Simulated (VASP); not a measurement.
Here is a VASP 6.6.1 calculation.

The input INCAR:

```
SYSTEM = ZnO
PREC = Accurate ; ENCUT = 520
EDIFF = 1E-6 ; ISMEAR = 0
SIGMA = 0.01 ; LREAL = .FALSE.
LASPH = .TRUE. ; NELM = 60
ALGO = Normal ; ISIF = 2
LWAVE = .FALSE. ; LCHARG = .TRUE.
GGA = RE ; LELF = .TRUE.
LVHAR = .TRUE. ; NBANDS = 26
```

Contents of KPOINTS:

```
Automatic mesh
0
G
  6 6 4
  0 0 0
```

The input POSCAR:

```
ZnO
1.0
    3.2920669561      0.0000000000      0.0000000000
   -1.6460334781      2.8510133386      0.0000000000
    0.0000000000      0.0000000000      5.2742130269
Zn O
2 2
Direct
    0.3333333333      0.6666666667      0.5000000000
    0.6666666667      0.3333333333      0.0000000000
    0.6666666667      0.3333333333      0.3790100000
    0.3333333333      0.6666666667      0.8790100000
```

Potentials or basis: VASP PAW PBE potentials, release 64 (Zn, O).

Run with:

```sh
$ cat potpaw_PBE.64/Zn/POTCAR potpaw_PBE.64/O/POTCAR > POTCAR
$ mpirun -np 1 vasp_std > vasp.out
```

Problem. What does it give for the band gap on the k mesh?

Solution. 0.80 eV, direct.

Problem. Predict the pressure.

Solution. 3.6 GPa.

Stress tensor (GPa, compression positive):
```
3.11 0.00 0.00
0.00 3.11 0.00
0.00 0.00 4.64
```

Caveat: the PAW data sets were made with another functional, which shifts forces and pressure a little.
